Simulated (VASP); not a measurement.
# Pt (Fm-3m) in VASP: a series of runs

Pt is run at these levels: PBEsol; tasks: relaxation of cell and atoms.

Program: VASP 6.6.1. These are calculated values, not measurements. Logs are shortened: lines on timing, memory, paths and dates and some standing lists are left out, and cuts for length are marked.

**1. The cell of the first run**

It takes space group Fm-3m (No. 225, cubic). Conventional cell: a = 3.920 Å, b = 3.920 Å, c = 3.920 Å, α = 90.00°, β = 90.00°, γ = 90.00°. Within 3.7 Å of Pt (site symmetry m-3m) lie 12 Pt at 2.77 Å.

**2. Relaxation of cell and atoms, PBEsol, target pressure 1 GPa, at which the enthalpy is minimised**

INCAR reads:

```
PREC = Accurate
ENCUT = 600
EDIFF = 1E-7
ISMEAR = -1
SIGMA = 0.1
LREAL = False
LASPH = True
NELM = 60
ALGO = Normal
ISIF = 3
LWAVE = False
LCHARG = False
GGA = PS
IBRION = 2
NSW = 100
EDIFFG = -0.002
PSTRESS = 10.0
```

KPOINTS reads:

```
regular mesh
0
Gamma
  24 24 24
```

POSCAR reads:

```
Pt
1.0
    0.0000000000      1.9598939868      1.9598939868
    1.9598939868      0.0000000000      1.9598939868
    1.9598939868      1.9598939868      0.0000000000
Pt
1
Direct
    0.0000000000      0.0000000000      0.0000000000
```

Potentials or basis: VASP PAW PBE potentials, release 64 (Pt).

Command:

```
cat potpaw_PBE.64/Pt/POTCAR > POTCAR
mpirun -np 1 vasp_std > vasp.out
```

OUTCAR:

```text
PREC = Accurate
   ENCUT = 600
   EDIFF = 1E-7
   ISMEAR = -1
   LREAL = False
   LASPH = True
   NELM = 60
   ISIF = 3
   GGA = PS
   IBRION = 2
   NSW = 100
   EDIFFG = -0.002
   PSTRESS = 10.0

 ion  position               nearest neighbor table
   1  0.000  0.000  0.000-

  LATTYP: Found a face centered cubic cell.
 ALAT       =     3.9197879736

  Lattice vectors:

 A1 = (   0.0000000000,   1.9598939868,   1.9598939868)
 A2 = (   1.9598939868,   0.0000000000,   1.9598939868)
 A3 = (   1.9598939868,   1.9598939868,   0.0000000000)

Analysis of symmetry for initial positions (statically):
=====================================================================
 Subroutine PRICEL returns:
 Original cell was already a primitive cell.

 Routine SETGRP: Setting up the symmetry group for a
 face centered cubic supercell.

 Subroutine GETGRP returns: Found 48 space group operations
 (whereof 48 operations were pure point group operations)
 out of a pool of 48 trial point group operations.

The static configuration has the point symmetry O_h .

Analysis of symmetry for dynamics (positions and initial velocities):
=====================================================================
 Subroutine PRICEL returns:
 Original cell was already a primitive cell.

 Routine SETGRP: Setting up the symmetry group for a
 face centered cubic supercell.

 Subroutine GETGRP returns: Found 48 space group operations
 (whereof 48 operations were pure point group operations)
 out of a pool of 48 trial point group operations.

The dynamic configuration has the point symmetry O_h .

 Subroutine INISYM returns: Found 48 space group operations
 (whereof 48 operations are pure point group operations),
 and found     1 'primitive' translations

----------------------------------------------------------------------------------------

                                     Primitive cell

  volume of cell :      15.0566

  direct lattice vectors                    reciprocal lattice vectors
     0.000000000  1.959893987  1.959893987    -0.255115840  0.255115840  0.255115840
     1.959893987  0.000000000  1.959893987     0.255115840 -0.255115840  0.255115840
     1.959893987  1.959893987  0.000000000     0.255115840  0.255115840 -0.255115840

  length of vectors
     2.771708657  2.771708657  2.771708657     0.441873596  0.441873596  0.441873596

  position of ions in fractional coordinates (direct lattice)
     0.000000000  0.000000000  0.000000000

  ion indices of the primitive-cell ions
   primitive index   ion index
                 1           1

----------------------------------------------------------------------------------------

 KPOINTS: regular mesh

Automatic generation of k-mesh.
 Grid dimensions read from file:
 generate k-points for:   24   24   24

 Generating k-lattice:

  Cartesian coordinates                     Fractional coordinates (reciprocal lattice)
    -0.010629827  0.010629827  0.010629827     0.041666667  0.000000000  0.000000000
     0.010629827 -0.010629827  0.010629827     0.000000000  0.041666667  0.000000000
     0.010629827  0.010629827 -0.010629827     0.000000000  0.000000000  0.041666667

  Length of vectors
     0.018411400  0.018411400  0.018411400

  Shift w.r.t. Gamma in fractional coordinates (k-lattice)
     0.000000000  0.000000000  0.000000000

 Subroutine IBZKPT returns following result:
 ===========================================

 Found    413 irreducible k-points:

 Following reciprocal coordinates:
            Coordinates               Weight
  0.000000  0.000000  0.000000      1.000000
  0.041667  0.000000  0.000000      8.000000
  0.083333  0.000000  0.000000      8.000000
  0.125000  0.000000  0.000000      8.000000
  0.166667  0.000000  0.000000      8.000000
  0.208333  0.000000  0.000000      8.000000
[... 16 lines left out ...]
  0.416667  0.041667  0.000000     24.000000
  0.458333  0.041667  0.000000     24.000000
 [... further k-points ...]
   k-points           NKPTS =    413   k-points in BZ     NKDIM =    413   number of bands    NBANDS=      9
   number of dos      NEDOS =    301   number of ions     NIONS =      1
   total plane-waves  NPLWV =  13824
   dimension x,y,z NGX =    24 NGY =   24 NGZ =   24
   dimension x,y,z NGXF=    48 NGYF=   48 NGZF=   48
   ions per type =               1
   NGX,Y,Z   is equivalent  to a cutoff of  14.40, 14.40, 14.40 a.u.
   NGXF,Y,Z  is equivalent  to a cutoff of  28.79, 28.79, 28.79 a.u.
 SYSTEM =  unknown system
   PREC   = accura    normal or accurate (medium, high low for compatibility)
   ISTART =      0    job   : 0-new  1-cont  2-samecut
   ICHARG =      2    charge: 1-file 2-atom 10-const
   ISPIN  =      1    spin polarized calculation?
   LNONCOLLINEAR =      F non collinear calculations
   LSORBIT =      F    spin-orbit coupling
   LASPH  =      T    aspherical Exc in radial PAW
   ENCUT  =  600.0 eV  44.10 Ry    6.64 a.u.   5.54  5.54  5.54*2*pi/ulx,y,z
   NELM   =     60;   NELMIN=  2; NELMDL= -5     # of ELM steps
   EDIFF  = 0.1E-06   stopping-criterion for ELM
   LREAL  =      F    real-space projection
   EDIFFG = -.2E-02   stopping-criterion for IOM
   NSW    =    100    number of steps for IOM
   IBRION =      2    ionic relax: 0-MD 1-quasi-New 2-CG
   NFREE  =      1    steps in history (QN), initial steepest desc. (CG)
   ISIF   =      3    stress and relaxation
   ISYM   =      2    0-nonsym 1-usesym 2-fastsym
   POTIM  = 0.5000    time-step for ionic-motion
   TEBEG  =    0.0;   TEEND  =   0.0 temperature during run
   PSTRESS=   10.0 pullay stress
   NELECT =      10.0000    total number of electrons
   NUPDOWN=      -1.0000    fix difference up-down
   EMIN   =  10.00;   EMAX   =-10.00  energy-range for DOS
   EFERMI =   0.00;   METHOD = LEGACY
   ISMEAR =    -1;   SIGMA  =   0.10  broadening in eV -4-tet -1-fermi 0-gaus
   EFERMI_NEDOS =   21; number of points for ismear=-14 and -15
   IALGO  =     38    algorithm
   IMIX   =      4    mixing-type and parameters
     AMIX     =   0.40;   BMIX     =  1.00
     AMIX_MAG =   1.60;   BMIX_MAG =  1.00
  volume/ion in A,a.u.               =      15.06       101.61
  Fermi-wavevector in a.u.,A,eV,Ry     =   1.428342  2.699175 27.758080  2.040161
  Thomas-Fermi vector in A             =   2.548414
   LORBIT       =      0    0 simple, 1 ext, 2 COOP (PROOUT), +10 PAW based schemes
   GGA     = PS    functional components
   LHFCALC =     F    Hartree Fock is set to
   AEXX    =    0.0000 exact exchange contribution
   IVDW    =     0    specifies the selected vdW correction
   LEPSILON=     F    determine dielectric tensor
   LRPA    =     F    only Hartree local field effects (RPA)
 conjugate gradient relaxation of ions
 non-spin polarized calculation
  energy-cutoff  :      600.00
  volume of cell :       15.06
 maximum number of plane-waves:       531
 NGX is ok and might be reduce to    24
   NGX = 11   NGY = 11   NGZ = 11

--------------------------------------- Ionic step        1  -------------------------------------------

 number of electron      10.0000000 magnetization

 Free energy of the ion-electron system (eV)
  ---------------------------------------------------
  ext. energy  EPLUGINS =         0.00000000
  ---------------------------------------------------
  free energy    TOTEN  =        -6.99330509 eV

  energy without entropy =       -6.93869732  energy(sigma->0) =       -6.96600120

------------------------ aborting loop because EDIFF is reached ----------------------------------------

  FORCE on cell =-STRESS in cart. coord.  units (eV):
  Direction    XX          YY          ZZ          XY          YZ          ZX
  --------------------------------------------------------------------------------------
  -------------------------------------------------------------------------------------
  Total       -0.0305525     -0.0305525     -0.0305525      0.0000000      0.0000000     -0.0000000
  in kB       -3.2510951     -3.2510951     -3.2510951      0.0000000      0.0000000     -0.0000000
  external PRESSURE =     -13.2510951 kB  Pullay stress =      10.0000000 kB
[... 59 lines left out ...]
  enthalpy is  TOTEN    =        -6.8970923606 eV   P V=        0.0922924898

--------------------------------------- Ionic step        3  -------------------------------------------

 number of electron       9.9999999 magnetization

 Free energy of the ion-electron system (eV)
  ---------------------------------------------------
  ext. energy  EPLUGINS =         0.00000000
  ---------------------------------------------------
  free energy    TOTEN  =        -6.99316468 eV

  energy without entropy =       -6.93888286  energy(sigma->0) =       -6.96602377

 E-fermi :  11.2240     XC(G=0): -13.6646

 val. band max:       11.2229877447   @ k =  -0.4167   0.3333   0.0417
 cond. band min:      11.2244988636   @ k =  -0.2500   0.4167   0.1667
 fundamental gap:      0.0015111189
 Fermi energy:        11.2240463957

 k-point     1 :       0.0000    0.0000    0.0000
  band No.  band energies     occupation
      1       0.8501      2.00000
      2       7.3738      2.00000
      3       7.3738      2.00000
      4       7.3738      2.00000
      5       9.5744      2.00000
      6       9.5744      2.00000
      7      25.8234      0.00000
      8      30.8153      0.00000
      9      30.8153      0.00000
[... 265 lines left out ...]
 k-point    24 :       0.4583    0.0417    0.0000
  band No.  band energies     occupation
      1       3.8376      2.00000
      2       7.2926      2.00000
      3       7.4013      2.00000
      4       9.7002      2.00000
      5      11.2226      1.00738
      6      11.4805      0.14294
      7      17.8010      0.00000
      8      25.6196      0.00000
      9      30.2111      0.00000

 [... further k-points ...]

------------------------ aborting loop because EDIFF is reached ----------------------------------------

  FORCE on cell =-STRESS in cart. coord.  units (eV):
  Direction    XX          YY          ZZ          XY          YZ          ZX
  --------------------------------------------------------------------------------------
  -------------------------------------------------------------------------------------
  Total        0.0936338      0.0936338      0.0936338     -0.0000000      0.0000000      0.0000000
  in kB       10.0094041     10.0094041     10.0094041     -0.0000000      0.0000000      0.0000000
  external PRESSURE =       0.0094041 kB  Pullay stress =      10.0000000 kB
[... 16 lines left out ...]
  FREE ENERGIE OF THE ION-ELECTRON SYSTEM (eV)
  ---------------------------------------------------
  free  energy   TOTEN  =        -6.9931646792 eV

  energy  without entropy=       -6.9388828634  energy(sigma->0) =       -6.96602377

  enthalpy is  TOTEN    =        -6.8996188596 eV   P V=        0.0935458196

 reached required accuracy - stopping structural energy minimisation
```

Run time: 88 s. Hardware: 1 thread of Intel Xeon Platinum 8259CL at 2.50GHz (Skylake/Cascade Lake), shared host; peak memory 0.21 GiB.

What came out:

```
Free energy                                                : -6.9932 eV
Relaxed volume                                             : 14.99 Å³/atom
Relaxed cell                                               : a = 2.767 Å, b = 2.767 Å, c = 2.767 Å, α = 60.00°, β = 60.00°, γ = 60.00°
Space group after relaxing (to 0.1 Å)                      : Fm-3m (No. 225)
Energy change on relaxing (the run minimises the enthalpy) : +0.1 meV/atom
Ionic steps                                                : 3
Pressure after relaxing                                    : 1.0 GPa
Band gap on the k mesh                                     : zero (bands 5 and 6 overlap by 2.26 eV)
```

Step by step:
```
step  energy change (eV)  largest force (eV/Å)  pressure (GPa)  volume (Å³)
   1              0.0000                0.0000           -0.33        15.06
   2              0.0039                0.0000            5.11        14.79
   3              0.0001                0.0000            1.00        14.99
```

Final structure:
```
Pt
1.0
     0.00000    1.95690    1.95690
     1.95690    0.00000    1.95690
     1.95690    1.95690    0.00000
Pt
1
Direct
  0.00000 0.00000 0.00000
```

Levels at points of the mesh, in eV from the Fermi level:
```tsv
k point	band 3	band 4	band 5	band 6	band 7	band 8
(0.00, 0.00, 0.00)	-3.85	-3.85	-1.65	-1.65	14.60	19.59
(0.50, 0.00, 0.00)	-3.91	-0.58	0.04	0.04	5.84	14.15
(0.50, 0.50, 0.00)	0.01	0.49	0.49	1.69	8.89	11.35
```

Caveat: the cell is relaxed towards a set pressure, so the run minimises the enthalpy, not the energy; the PAW data sets were made with another functional, which shifts forces and pressure a little; spin-orbit coupling is left out, which moves the levels of the heavy elements.

**3. Relaxation of cell and atoms, PBEsol, target pressure 2 GPa, at which the enthalpy is minimised**

INCAR reads:

```
SYSTEM = Pt
PREC = Accurate ; ENCUT = 600
EDIFF = 1E-6 ; ISMEAR = -1
SIGMA = 0.1 ; LREAL = .FALSE.
LASPH = .TRUE. ; NELM = 100
ALGO = Normal ; ISIF = 3
LWAVE = .FALSE. ; LCHARG = .FALSE.
GGA = PS ; IBRION = 2
NSW = 100 ; EDIFFG = -0.002
PSTRESS = 20.0
```

KPOINTS reads:

```
regular mesh
0
G
  24 24 24
  0 0 0
```

POSCAR is that of step 2.

Potentials or basis: VASP PAW PBE potentials, release 64 (Pt).

Command:

```
cat potpaw_PBE.64/Pt/POTCAR > POTCAR
mpirun -np 1 vasp_std > vasp.out
```

Wall time 79 s (1 thread of Intel Xeon Platinum 8259CL at 2.50GHz (Skylake/Cascade Lake), shared host); peak memory 0.22 GiB.

The run converged. Its results:

```yaml
Free_energy: -6.9927 eV
Relaxed_volume: 14.94 Å³/atom
Relaxed_cell: a = 2.764 Å, b = 2.764 Å, c = 2.764 Å, α = 60.00°, β = 60.00°, γ = 60.00°
Space_group_after_relaxing_to_0.1_Å: Fm-3m (No. 225)
Energy_change_on_relaxing_the_run_minimises_the_enthalpy: +0.6 meV/atom
Ionic_steps: 3
Pressure_after_relaxing: 2.0 GPa
Band_gap_on_the_k_mesh: zero (bands 5 and 6 overlap by 2.27 eV)
```

The path:
```tsv
step	energy change (eV)	largest force (eV/Å)	pressure (GPa)	volume (Å³)
1	0.0000	0.0000	-0.32	15.06
2	0.0131	0.0000	9.57	14.59
3	0.0006	0.0000	1.98	14.94
```

Final structure:
```
CELL_PARAMETERS angstrom
0.00000 1.95473 1.95473
1.95473 0.00000 1.95473
1.95473 1.95473 0.00000
ATOMIC_POSITIONS crystal
Pt 0.00000 0.00000 0.00000
```

Levels at points of the mesh, in eV from the Fermi level:
| k point | band 3 | band 4 | band 5 | band 6 | band 7 | band 8 |
| --- | --- | --- | --- | --- | --- | --- |
| (0.00, 0.00, 0.00) | -3.87 | -3.87 | -1.66 | -1.66 | 14.59 | 19.60 |
| (0.50, 0.00, 0.00) | -3.93 | -0.60 | 0.04 | 0.04 | 5.87 | 14.14 |
| (0.50, 0.50, 0.00) | 0.01 | 0.50 | 0.50 | 1.68 | 8.93 | 11.36 |

Caveat: the cell is relaxed towards a set pressure, so the run minimises the enthalpy, not the energy; the PAW data sets were made with another functional, which shifts forces and pressure a little; spin-orbit coupling is left out, which moves the levels of the heavy elements.

**4. Relaxation of cell and atoms, PBEsol, target pressure 4 GPa, at which the enthalpy is minimised**

INCAR reads:

```
SYSTEM = Pt
PREC = Accurate
ENCUT = 600
EDIFF = 1E-6
ISMEAR = -1
SIGMA = 0.1
LREAL = .FALSE.
LASPH = .TRUE.
NELM = 60
ALGO = Normal
ISIF = 3
LWAVE = .FALSE.
LCHARG = .FALSE.
GGA = PS
IBRION = 2
NSW = 100
EDIFFG = -0.002
PSTRESS = 40.0
```

KPOINTS reads:

```
Automatic mesh
0
G
  24 24 24
  0 0 0
```

POSCAR is that of step 3.

Command:

```
cat potpaw_PBE.64/Pt/POTCAR > POTCAR
mpirun -np 1 vasp_std > vasp.out
```

Wall time 80 s (1 thread of Intel Xeon Platinum 8259CL at 2.50GHz (Skylake/Cascade Lake), shared host); peak memory 0.22 GiB.

It converged, with:

| Quantity | Value |
| --- | --- |
| Free energy | -6.9909 eV |
| Relaxed volume | 14.84 Å³/atom |
| Relaxed cell | a = 2.758 Å, b = 2.758 Å, c = 2.758 Å, α = 60.00°, β = 60.00°, γ = 60.00° |
| Space group after relaxing (to 0.1 Å) | Fm-3m (No. 225) |
| Energy change on relaxing (the run minimises the enthalpy) | +2.5 meV/atom |
| Ionic steps | 4 |
| Pressure after relaxing | 4.0 GPa |
| Band gap on the k mesh | zero (bands 5 and 6 overlap by 2.30 eV) |

Step by step:
| step | energy change (eV) | largest force (eV/Å) | pressure (GPa) | volume (Å³) |
| --- | --- | --- | --- | --- |
| 1 | 0.0000 | 0.0000 | -0.32 | 15.06 |
| 2 | 0.0489 | 0.0000 | 19.61 | 14.19 |
| 3 | 0.0023 | 0.0000 | 3.92 | 14.84 |
| 4 | 0.0025 | 0.0000 | 4.02 | 14.84 |

Final structure:
```
Pt
1.0
     0.00000    1.95039    1.95039
     1.95039    0.00000    1.95039
     1.95039    1.95039    0.00000
Pt
1
Direct
  0.00000 0.00000 0.00000
```

Levels at points of the mesh, in eV from the Fermi level:
| k point | band 3 | band 4 | band 5 | band 6 | band 7 | band 8 |
| --- | --- | --- | --- | --- | --- | --- |
| (0.00, 0.00, 0.00) | -3.91 | -3.91 | -1.68 | -1.68 | 14.57 | 19.62 |
| (0.50, 0.00, 0.00) | -3.98 | -0.62 | 0.04 | 0.04 | 5.92 | 14.13 |
| (0.50, 0.50, 0.00) | 0.02 | 0.50 | 0.50 | 1.67 | 9.00 | 11.38 |

Caveat: the cell is relaxed towards a set pressure, so the run minimises the enthalpy, not the energy; the PAW data sets were made with another functional, which shifts forces and pressure a little; spin-orbit coupling is left out, which moves the levels of the heavy elements.

(Part 1 of 2 ends here.)
